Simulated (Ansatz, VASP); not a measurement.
## Two plane-wave programs on CdS4

INCAR

```
PREC     = Accurate       # precision mode
ENCUT    = 600            # plane-wave cutoff, eV
EDIFF    = 1E-6           # SCF threshold, eV
ISMEAR   = 0              # smearing method
SIGMA    = 0.1            # smearing width, eV
LREAL    = False          # projectors in reciprocal space
LASPH    = True           # aspherical terms in the spheres
NELM     = 100            # most SCF steps
ALGO     = Fast           # electronic algorithm
ISIF     = 3              # what is computed and relaxed
LWAVE    = False          # write WAVECAR
LCHARG   = False          # write CHGCAR
GGA      = PE             # functional
IBRION   = 2              # ionic algorithm
NSW      = 100            # ionic steps
EDIFFG   = -0.01          # ionic threshold
```

File KPOINTS:

```
Automatic mesh
0
Gamma
  8 8 8
```

Contents of POSCAR:

```
CdS4
1.0
    4.8322574364      0.0000000000      0.0000000000
    0.0000000000      4.8322574364      0.0000000000
    0.0000000000      0.0000000000      5.0142961376
Cd S
1 4
Direct
    0.0000000000      0.0000000000      0.5000000000
    0.0000000000      0.5000000000      0.1972820693
    0.5000000000      0.0000000000      0.1972820693
    0.0000000000      0.5000000000      0.8027179307
    0.5000000000      0.0000000000      0.8027179307
```

Input for Ansatz:

```yaml
crystal:
  lattice:
    - [4.8322574364, 0.0, 0.0]
    - [0.0, 4.8322574364, 0.0]
    - [0.0, 0.0, 5.0142961376]
  atoms:
    - { symbol: Cd, position: [0.0, 0.0, 0.5] }
    - { symbol: S, position: [0.0, 0.5, 0.1972820693] }
    - { symbol: S, position: [0.5, 0.0, 0.1972820693] }
    - { symbol: S, position: [0.0, 0.5, 0.8027179307] }
    - { symbol: S, position: [0.5, 0.0, 0.8027179307] }
basis:
  ecutwfc: 420
kpoints:
  mp_grid: { grid: [8, 8, 8] }
hamiltonian:
  xc: pbe
scf:
  occupations: { method: gaussian, width: 0.1 }
output:
  forces: true
  stress: true
  eigenvalues: true
  write_density: true
  write_potential: true
  elf: true
  volumetric_format: npy
relax:
  adjacent_minimum: "off"
  f_tol: 0.01
  max_steps: 80
  cell: { stress_tol: 0.05 }
```

Alike in both runs: task relaxation of cell and atoms; functional PBE; k mesh 8 × 8 × 8; occupations gaussian, width 0.1 eV; no spin polarisation.

|  | VASP | Ansatz |
| --- | --- | --- |
| version | VASP 6.6.1 | Ansatz 0.2.0 |
| potentials or method | VASP PAW PBE potentials, release 64 (Cd, S), cutoff 600 eV | scalar-relativistic, plane waves, PAW |
| valence electrons in the cell | 36 | 44 |

|  | VASP | Ansatz | Ansatz less VASP |
| --- | --- | --- | --- |
| gap on the k mesh at the Fermi level, each at its own relaxed structure (eV) | none | none | - |
| relaxed volume (Å³/atom) | 23.44 | 23.37 | -0.066 |
| relaxed length of the cell vector where the two differ most in proportion (Å) | 4.995 | 4.989 | -0.0054 |

A gap of «none» marks a metal or a gap that the smearing closes. VASP's potentials hold 36 valence electrons a cell and Ansatz's 44, so a difference there can come from the potentials and not from the codes.
